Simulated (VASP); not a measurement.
Set up this calculation in VASP 6.6.1, as the native input.

```yaml
Task: single point
Functional: PBE
Potentials_or_basis: VASP PAW PBE potentials, release 64 (In_d, H)
Cutoff: 520 eV
k_mesh: 6 × 6 × 6
Occupations: gaussian, width 0.1 eV
Spin: no spin polarisation
Dipole_correction: no
Further_INCAR_settings: ALGO = Normal; EDIFF = 1e-06; NBANDS = 14
```

The structure of InH lies in POSCAR:

```
InH
1.0
    0.0000000000      2.6273509184      2.8041446250
    2.4702009569      0.0000000000      2.8041446250
    2.4702009569      2.6273509184      0.0000000000
In H
1 1
Direct
    0.0000000000      0.0000000000      0.0000000000
    0.5000000000      0.5000000000      0.5000000000
```

One way to write it, as run:

INCAR

```
ALGO = Normal ; EDIFF = 1E-6
ENCUT = 520 ; GGA = PE
ISIF = 2 ; ISMEAR = 0
LASPH = T ; LCHARG = F
LREAL = F ; LWAVE = F
NBANDS = 14 ; NELM = 80
PREC = Accurate ; SIGMA = 0.1
```

KPOINTS

```
k-points
0
Gamma
  6 6 6
```

Potentials or basis: VASP PAW PBE potentials, release 64 (In_d, H).

Run with:

```bash
$ cat potpaw_PBE.64/In_d/POTCAR potpaw_PBE.64/H/POTCAR > POTCAR
$ mpirun -np 1 vasp_std > vasp.out
```

Results of the run:

* Pressure: -2.9 GPa
* Band gap on the k mesh: zero (bands 7 and 8 overlap by 4.12 eV)

Caveat: spin-orbit coupling is left out, which moves the levels of the heavy elements.

Run time: 8.9 s on 1 thread of Intel(R) Xeon(R) Platinum 8559C (Emerald Rapids), on a shared host, peak memory 0.17 GiB.
